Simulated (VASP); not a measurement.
# AlNi (Pm-3m) in VASP: a series of runs

The runs below take AlNi through single point, with BLYP, RPBE, r2SCAN.

Everything below comes from runs of VASP 6.6.1. Logs are shortened: lines on timing, memory, paths and dates and some standing lists are left out, and cuts for length are marked.

## 1. The cell of the first run

Symmetry: Pm-3m, No. 221, cubic system. The conventional cell has a = 2.881 Å, b = 2.881 Å, c = 2.881 Å, α = 90.00°, β = 90.00°, γ = 90.00°. Within 3.3 Å of Al (site symmetry m-3m) lie 8 Ni at 2.50 Å and 6 Al at 2.88 Å. Ni (site symmetry m-3m) has 8 Al at 2.50 Å and 6 Ni at 2.88 Å within 3.3 Å.

## 2. Single point, BLYP, collinear spin, ferromagnetic start

File INCAR:

```
SYSTEM = AlNi
PREC = Accurate ; ENCUT = 600
EDIFF = 1E-6 ; ISMEAR = -1
SIGMA = 0.05 ; LREAL = .False.
LASPH = .True. ; NELM = 200
ALGO = Normal ; ISIF = 2
LWAVE = .False. ; LCHARG = .False.
ISPIN = 2 ; MAGMOM = 0 1.5
LORBIT = 11 ; LMAXMIX = 4
GGA = B5 ; ALDAX = 1.0
AGGAX = 1.0 ; AGGAC = 1.0
ALDAC = 0.0 ; NBANDS = 18
GGA_COMPAT = .False.
```

File KPOINTS:

```
Automatic mesh
0
Gamma
  10 10 10
  0 0 0
```

File POSCAR:

```
AlNi
1.0
    2.8810000000      0.0000000000      0.0000000000
    0.0000000000      2.8810000000      0.0000000000
    0.0000000000      0.0000000000      2.8810000000
Al Ni
1 1
Direct
    0.0000000000      0.0000000000      0.0000000000
    0.5000000000      0.5000000000      0.5000000000
```

Potentials or basis: VASP PAW PBE potentials, release 64 (Al, Ni).

Launch:

```bash
$ cat potpaw_PBE.64/Al/POTCAR potpaw_PBE.64/Ni/POTCAR > POTCAR
$ mpirun -np 1 vasp_std > vasp.out
```

OUTCAR:

```text
SYSTEM = AlNi
   PREC = Accurate
   ENCUT = 600
   EDIFF = 1E-6
   ISMEAR = -1
   LREAL = .False.
   LASPH = .True.
   NELM = 200
   ISIF = 2
   ISPIN = 2
   LORBIT = 11
   GGA = B5

 ion  position               nearest neighbor table
   1  0.000  0.000  0.000-   2 2.50   2 2.50   2 2.50   2 2.50   2 2.50   2 2.50   2 2.50   2 2.50

   2  0.500  0.500  0.500-   1 2.50   1 2.50   1 2.50   1 2.50   1 2.50   1 2.50   1 2.50   1 2.50

  LATTYP: Found a simple cubic cell.
 ALAT       =     2.8810000000

  Lattice vectors:

 A1 = (   2.8810000000,   0.0000000000,   0.0000000000)
 A2 = (   0.0000000000,   2.8810000000,   0.0000000000)
 A3 = (   0.0000000000,   0.0000000000,   2.8810000000)

Analysis of symmetry for initial positions (statically):
=====================================================================
 Subroutine PRICEL returns:
 Original cell was already a primitive cell.

 Routine SETGRP: Setting up the symmetry group for a
 simple cubic supercell.

 Subroutine GETGRP returns: Found 48 space group operations
 (whereof 48 operations were pure point group operations)
 out of a pool of 48 trial point group operations.

The static configuration has the point symmetry O_h .

Analysis of symmetry for dynamics (positions and initial velocities):
=====================================================================
 Subroutine PRICEL returns:
 Original cell was already a primitive cell.

 Routine SETGRP: Setting up the symmetry group for a
 simple cubic supercell.

 Subroutine GETGRP returns: Found 48 space group operations
 (whereof 48 operations were pure point group operations)
 out of a pool of 48 trial point group operations.

The dynamic configuration has the point symmetry O_h .

Analysis of structural, dynamic, and magnetic symmetry:
=====================================================================
 Subroutine PRICEL returns:
 Original cell was already a primitive cell.

 Routine SETGRP: Setting up the symmetry group for a
 simple cubic supercell.

 Subroutine GETGRP returns: Found 48 space group operations
 (whereof 48 operations were pure point group operations)
 out of a pool of 48 trial point group operations.

The overall configuration has the point symmetry O_h .

 Subroutine INISYM returns: Found 48 space group operations
 (whereof 48 operations are pure point group operations),
 and found     1 'primitive' translations

----------------------------------------------------------------------------------------

                                     Primitive cell

  volume of cell :      23.9128

  direct lattice vectors                    reciprocal lattice vectors
     2.881000000  0.000000000  0.000000000     0.347101701  0.000000000  0.000000000
     0.000000000  2.881000000  0.000000000     0.000000000  0.347101701  0.000000000
     0.000000000  0.000000000  2.881000000     0.000000000  0.000000000  0.347101701

  length of vectors
     2.881000000  2.881000000  2.881000000     0.347101701  0.347101701  0.347101701

  position of ions in fractional coordinates (direct lattice)
     0.000000000  0.000000000  0.000000000
     0.500000000  0.500000000  0.500000000

  ion indices of the primitive-cell ions
   primitive index   ion index
                 1           1
                 2           2

----------------------------------------------------------------------------------------

 KPOINTS: Automatic mesh

Automatic generation of k-mesh.
 Grid dimensions read from file:
 generate k-points for:   10   10   10

 Generating k-lattice:

  Cartesian coordinates                     Fractional coordinates (reciprocal lattice)
     0.034710170  0.000000000  0.000000000     0.100000000  0.000000000  0.000000000
     0.000000000  0.034710170  0.000000000     0.000000000  0.100000000  0.000000000
     0.000000000  0.000000000  0.034710170     0.000000000  0.000000000  0.100000000

  Length of vectors
     0.034710170  0.034710170  0.034710170

  Shift w.r.t. Gamma in fractional coordinates (k-lattice)
     0.000000000  0.000000000  0.000000000

 Subroutine IBZKPT returns following result:
 ===========================================

 Found     56 irreducible k-points:

 Following reciprocal coordinates:
            Coordinates               Weight
  0.000000  0.000000  0.000000      1.000000
  0.100000  0.000000  0.000000      6.000000
  0.200000  0.000000  0.000000      6.000000
  0.300000  0.000000  0.000000      6.000000
  0.400000  0.000000  0.000000      6.000000
  0.500000  0.000000  0.000000      3.000000
[... 16 lines left out ...]
  0.200000  0.100000  0.100000     24.000000
  0.300000  0.100000  0.100000     24.000000
 [... further k-points ...]
   k-points           NKPTS =     56   k-points in BZ     NKDIM =     56   number of bands    NBANDS=     18
   number of dos      NEDOS =    301   number of ions     NIONS =      2
   total plane-waves  NPLWV =  13824
   dimension x,y,z NGX =    24 NGY =   24 NGZ =   24
   dimension x,y,z NGXF=    48 NGYF=   48 NGZF=   48
   ions per type =               1   1
   NGX,Y,Z   is equivalent  to a cutoff of  13.85, 13.85, 13.85 a.u.
   NGXF,Y,Z  is equivalent  to a cutoff of  27.70, 27.70, 27.70 a.u.
 SYSTEM =  AlNi
   PREC   = accura    normal or accurate (medium, high low for compatibility)
   ISTART =      0    job   : 0-new  1-cont  2-samecut
   ICHARG =      2    charge: 1-file 2-atom 10-const
   ISPIN  =      2    spin polarized calculation?
   LNONCOLLINEAR =      F non collinear calculations
   LSORBIT =      F    spin-orbit coupling
   LASPH  =      T    aspherical Exc in radial PAW
   ENCUT  =  600.0 eV  44.10 Ry    6.64 a.u.   5.75  5.75  5.75*2*pi/ulx,y,z
   NELM   =    200;   NELMIN=  2; NELMDL= -5     # of ELM steps
   EDIFF  = 0.1E-05   stopping-criterion for ELM
   LREAL  =      F    real-space projection
   EDIFFG = 0.1E-04   stopping-criterion for IOM
   NSW    =      0    number of steps for IOM
   IBRION =     -1    ionic relax: 0-MD 1-quasi-New 2-CG
   NFREE  =      0    steps in history (QN), initial steepest desc. (CG)
   ISIF   =      2    stress and relaxation
   ISYM   =      2    0-nonsym 1-usesym 2-fastsym
   POTIM  = 0.5000    time-step for ionic-motion
   TEBEG  =    0.0;   TEEND  =   0.0 temperature during run
   PSTRESS=    0.0 pullay stress
   NELECT =      13.0000    total number of electrons
   NUPDOWN=      -1.0000    fix difference up-down
   EMIN   =  10.00;   EMAX   =-10.00  energy-range for DOS
   EFERMI =   0.00;   METHOD = LEGACY
   ISMEAR =    -1;   SIGMA  =   0.05  broadening in eV -4-tet -1-fermi 0-gaus
   EFERMI_NEDOS =   21; number of points for ismear=-14 and -15
   IALGO  =     38    algorithm
   IMIX   =      4    mixing-type and parameters
     AMIX     =   0.40;   BMIX     =  1.00
     AMIX_MAG =   1.60;   BMIX_MAG =  1.00
  volume/ion in A,a.u.               =      11.96        80.69
  Fermi-wavevector in a.u.,A,eV,Ry     =   1.336122  2.524904 24.289410  1.785221
  Thomas-Fermi vector in A             =   2.464773
   LORBIT       =     11    0 simple, 1 ext, 2 COOP (PROOUT), +10 PAW based schemes
   GGA     = B5    functional components
   LHFCALC =     F    Hartree Fock is set to
   AEXX    =    0.0000 exact exchange contribution
   IVDW    =     0    specifies the selected vdW correction
   LEPSILON=     F    determine dielectric tensor
   LRPA    =     F    only Hartree local field effects (RPA)
 spin polarized calculation
  energy-cutoff  :      600.00
  volume of cell :       23.91
 maximum number of plane-waves:       840
 NGX is ok and might be reduce to    24
   NGX = 11   NGY = 11   NGZ = 11

 number of electron      13.0000015 magnetization       0.0002365

 number of electron      13.0000015 magnetization      -0.0000468

 Free energy of the ion-electron system (eV)
  ---------------------------------------------------
  ext. energy  EPLUGINS =         0.00000000
  ---------------------------------------------------
  free energy    TOTEN  =        -8.58477319 eV

  energy without entropy =       -8.57919196  energy(sigma->0) =       -8.58198258

 E-fermi :  10.5489     XC(G=0): -11.5004

 val. band max:       10.5418719380   @ k =   0.4000   0.4000   0.2000
 cond. band min:      10.6170050384   @ k =   0.4000   0.3000   0.2000
 fundamental gap:      0.0751331004
 Fermi energy:        10.5489257967

 spin component 1

 k-point     1 :       0.0000    0.0000    0.0000
  band No.  band energies     occupation
      1      -0.5492      1.00000
      2       7.2968      1.00000
      3       7.2968      1.00000
      4       8.9379      1.00000
      5       8.9379      1.00000
      6       8.9379      1.00000
[... 10 lines left out ...]
     17      34.0936      0.00000
     18      34.0936      0.00000
[... 463 lines left out ...]
 k-point    24 :       0.3000    0.1000    0.1000
  band No.  band energies     occupation
      1       1.4198      1.00000
      2       6.7143      1.00000
      3       7.6102      1.00000
      4       8.3513      1.00000
      5       8.4328      1.00000
      6       8.8531      1.00000
[... 10 lines left out ...]
     17      31.5040      0.00000
     18      35.7640      0.00000

 [... further k-points ...]

 spin component 2

 k-point     1 :       0.0000    0.0000    0.0000
  band No.  band energies     occupation
      1      -0.5492      1.00000
      2       7.2968      1.00000
      3       7.2968      1.00000
      4       8.9379      1.00000
      5       8.9379      1.00000
      6       8.9379      1.00000
[... 10 lines left out ...]
     17      34.0936      0.00000
     18      34.0936      0.00000
[... 463 lines left out ...]
 k-point    24 :       0.3000    0.1000    0.1000
  band No.  band energies     occupation
      1       1.4198      1.00000
      2       6.7143      1.00000
      3       7.6102      1.00000
      4       8.3513      1.00000
      5       8.4328      1.00000
      6       8.8531      1.00000
[... 10 lines left out ...]
     17      31.5040      0.00000
     18      35.7640      0.00000

 [... further k-points ...]

------------------------ aborting loop because EDIFF is reached ----------------------------------------

  FORCE on cell =-STRESS in cart. coord.  units (eV):
  Direction    XX          YY          ZZ          XY          YZ          ZX
  --------------------------------------------------------------------------------------
  -------------------------------------------------------------------------------------
  Total        1.0187117      1.0187117      1.0187117     -0.0000000     -0.0000000      0.0000000
  in kB       68.2546298     68.2546298     68.2546298     -0.0000000     -0.0000000      0.0000000
  external PRESSURE =      68.2546298 kB  Pullay stress =       0.0000000 kB

 VOLUME and BASIS-vectors are now :
 -----------------------------------------------------------------------------
  energy-cutoff  :      600.00
  volume of cell :       23.91
      direct lattice vectors                 reciprocal lattice vectors
     2.881000000  0.000000000  0.000000000     0.347101701  0.000000000  0.000000000
     0.000000000  2.881000000  0.000000000     0.000000000  0.347101701  0.000000000
     0.000000000  0.000000000  2.881000000     0.000000000  0.000000000  0.347101701

 POSITION                                       TOTAL-FORCE (eV/Angst)
 -----------------------------------------------------------------------------------
      0.00000      0.00000      0.00000         0.000000      0.000000      0.000000
      1.44050      1.44050      1.44050         0.000000      0.000000      0.000000
 -----------------------------------------------------------------------------------
    total drift:                                0.000000      0.000000     -0.000000

  FREE ENERGIE OF THE ION-ELECTRON SYSTEM (eV)
  ---------------------------------------------------
  free  energy   TOTEN  =        -8.5847731934 eV

  energy  without entropy=       -8.5791919570  energy(sigma->0) =       -8.58198258

 total charge

# of ion       s       p       d       tot
------------------------------------------
    1        0.382   0.411   0.000   0.794
    2        0.483   0.513   8.525   9.522
--------------------------------------------------
tot          0.865   0.925   8.525  10.315

 magnetization (x)

# of ion       s       p       d       tot
------------------------------------------
    1        0.000  -0.000   0.000   0.000
    2        0.000   0.000  -0.000  -0.000
--------------------------------------------------
tot          0.000  -0.000  -0.000  -0.000
```

Run time: 54 s. Hardware: 1 thread of AMD EPYC 7R13 (Zen 3), shared host; peak memory 0.15 GiB.

Results:

| Property | Result |
| --- | --- |
| Free energy | -8.5848 eV |
| Pressure | 6.8 GPa |
| Net moment | 0.00 μB per cell |
| Valence electrons inside the program's atomic spheres | Al 0.79; Ni 9.52 |

Levels at points of the mesh, in eV from the Fermi level:
Spin up:
| k point | band 2 | band 3 | band 4 | band 5 | band 6 | band 7 | band 8 | band 9 | band 10 | band 11 |
| --- | --- | --- | --- | --- | --- | --- | --- | --- | --- | --- |
| (0.00, 0.00, 0.00) | -3.25 | -3.25 | -1.61 | -1.61 | -1.61 | 5.46 | 5.46 | 5.46 | 8.28 | 8.28 |
| (0.50, 0.00, 0.00) | -6.74 | -2.79 | -2.31 | -2.31 | -1.52 | -0.70 | 8.43 | 10.00 | 10.00 | 10.82 |
| (0.50, 0.50, 0.00) | -3.38 | -2.81 | -2.81 | -2.14 | -2.14 | -1.07 | 1.43 | 2.42 | 12.11 | 15.21 |
| (0.50, 0.50, 0.50) | -4.13 | -4.13 | -1.04 | -1.04 | 2.09 | 2.09 | 2.09 | 3.49 | 4.48 | 4.48 |
Spin down:
| k point | band 4 | band 5 | band 6 | band 7 | band 8 | band 9 |
| --- | --- | --- | --- | --- | --- | --- |
| (0.00, 0.00, 0.00) | -1.61 | -1.61 | -1.61 | 5.46 | 5.46 | 5.46 |
| (0.50, 0.00, 0.00) | -2.31 | -2.31 | -1.52 | -0.70 | 8.43 | 10.00 |
| (0.50, 0.50, 0.00) | -2.81 | -2.14 | -2.14 | -1.07 | 1.43 | 2.42 |
| (0.50, 0.50, 0.50) | -1.04 | -1.04 | 2.09 | 2.09 | 2.09 | 3.49 |

Caveat: the starting moments collapsed, and a magnetic state may lie lower; the PAW data sets were made with another functional, which shifts forces and pressure a little.

## 3. Single point, RPBE, collinear spin, ferromagnetic start

File INCAR:

```
ALGO = Normal
EDIFF = 1E-6
ENCUT = 600
GGA = RP
GGA_COMPAT = False
ISIF = 2
ISMEAR = -1
ISPIN = 2
LASPH = True
LCHARG = False
LMAXMIX = 4
LORBIT = 11
LREAL = False
LWAVE = False
MAGMOM = 0 1.5
NBANDS = 18
NELM = 200
PREC = Accurate
SIGMA = 0.05
```

File KPOINTS:

```
k-points
0
Gamma
  10 10 10
```

POSCAR is that of step 2.

Potentials or basis: VASP PAW PBE potentials, release 64 (Al, Ni).

Launch:

```bash
$ cat potpaw_PBE.64/Al/POTCAR potpaw_PBE.64/Ni/POTCAR > POTCAR
$ mpirun -np 1 vasp_std > vasp.out
```

It used 36 s of CPU time on 1 thread of AMD EPYC 7R13 Processor (Zen 3), on a shared host.

It converged, with:

```yaml
Free_energy: -9.7408 eV
Pressure: 5.7 GPa
Net_moment: 0.00 μB per cell
Valence_electrons_inside_the_program's_atomic_spheres: Al 0.80; Ni 9.46
```

Levels at points of the mesh, in eV from the Fermi level:
Spin up:
```csv
k point,band 3,band 4,band 5,band 6,band 7,band 8,band 9,band 10
"(0.00, 0.00, 0.00)",-3.23,-1.54,-1.54,-1.54,5.52,5.52,5.52,8.06
"(0.50, 0.00, 0.00)",-2.75,-2.25,-2.25,-1.46,-0.65,8.21,10.01,10.01
"(0.50, 0.50, 0.00)",-2.91,-2.91,-2.08,-2.08,-1.02,1.49,2.48,12.35
"(0.50, 0.50, 0.50)",-4.10,-0.99,-0.99,1.98,1.98,1.98,3.78,4.43
```
Spin down:
```
           k point  band 4  band 5  band 6  band 7  band 8  band 9
(0.00, 0.00, 0.00)   -1.54   -1.54   -1.54    5.52    5.52    5.52
(0.50, 0.00, 0.00)   -2.24   -2.24   -1.45   -0.65    8.21   10.01
(0.50, 0.50, 0.00)   -2.91   -2.07   -2.07   -1.01    1.49    2.48
(0.50, 0.50, 0.50)   -0.99   -0.99    1.98    1.98    1.98    3.78
```

Caveat: the starting moments collapsed, and a magnetic state may lie lower; the PAW data sets were made with another functional, which shifts forces and pressure a little.

## 4. Single point, r2SCAN, collinear spin, ferromagnetic start

POSCAR is that of step 3.

File INCAR.step1:

```
SYSTEM = AlNi
PREC = Accurate
ENCUT = 660
ISMEAR = -1
SIGMA = 0.05
LREAL = .False.
LASPH = .True.
NELM = 200
ISPIN = 2
MAGMOM = 0 1.5
LMAXMIX = 4
NBANDS = 18
GGA = PE
ALGO = Normal
EDIFF = 1E-5
LWAVE = .True.
LCHARG = .False.
GGA_COMPAT = .False.
```

File INCAR.step2:

```
SYSTEM = AlNi
PREC = Accurate
ENCUT = 660
EDIFF = 1E-6
ISMEAR = -1
SIGMA = 0.05
LREAL = .False.
LASPH = .True.
NELM = 200
ALGO = Normal
ISIF = 2
LWAVE = .False.
LCHARG = .False.
ISPIN = 2
MAGMOM = 0 1.5
LORBIT = 11
LMAXMIX = 4
METAGGA = R2SCAN
LMIXTAU = .True.
NBANDS = 18
ISTART = 1
GGA_COMPAT = .False.
```

File KPOINTS:

```
Automatic mesh
0
Gamma
  10 10 10
  0 0 0
```

Launch:

```bash
$ cat potpaw_PBE.64/Al/POTCAR potpaw_PBE.64/Ni/POTCAR > POTCAR
$ cp INCAR.step1 INCAR
$ mpirun -np 1 vasp_std > vasp.out
$ cp INCAR.step2 INCAR
$ mpirun -np 1 vasp_std > vasp.out
```

It took 3.8 min on 1 thread of AMD EPYC 7R13 (Zen 3), shared host; peak memory 0.16 GiB.

Results (log left out):

```yaml
Free_energy: -20.0721 eV
Pressure: -3.5 GPa
Net_moment: 0.00 μB per cell
Valence_electrons_inside_the_program's_atomic_spheres: Al 0.81; Ni 9.51
```

Levels at points of the mesh, in eV from the Fermi level:
Spin up:
```
           k point  band 2  band 3  band 4  band 5  band 6  band 7  band 8  band 9  band 10  band 11
(0.00, 0.00, 0.00)   -3.34   -3.34   -1.60   -1.60   -1.60    5.89    5.89    5.89     8.39     8.39
(0.50, 0.00, 0.00)   -7.16   -2.83   -2.33   -2.33   -1.51   -0.64    8.64   10.55    10.55    11.61
(0.50, 0.50, 0.00)   -3.49   -3.10   -3.10   -2.15   -2.15   -1.03    1.59    2.70    13.28    15.81
(0.50, 0.50, 0.50)   -4.29   -4.29   -1.00   -1.00    2.04    2.04    2.04    4.46     4.63     4.63
```
Spin down:
```tsv
k point	band 3	band 4	band 5	band 6	band 7	band 8	band 9	band 10
(0.00, 0.00, 0.00)	-3.34	-1.60	-1.60	-1.60	5.89	5.89	5.89	8.39
(0.50, 0.00, 0.00)	-2.83	-2.33	-2.33	-1.51	-0.64	8.64	10.55	10.55
(0.50, 0.50, 0.00)	-3.10	-3.10	-2.15	-2.15	-1.03	1.59	2.70	13.28
(0.50, 0.50, 0.50)	-4.29	-1.00	-1.00	2.04	2.04	2.04	4.46	4.63
```

Caveat: the starting moments collapsed, and a magnetic state may lie lower; the PAW data sets were made with another functional, which shifts forces and pressure a little.
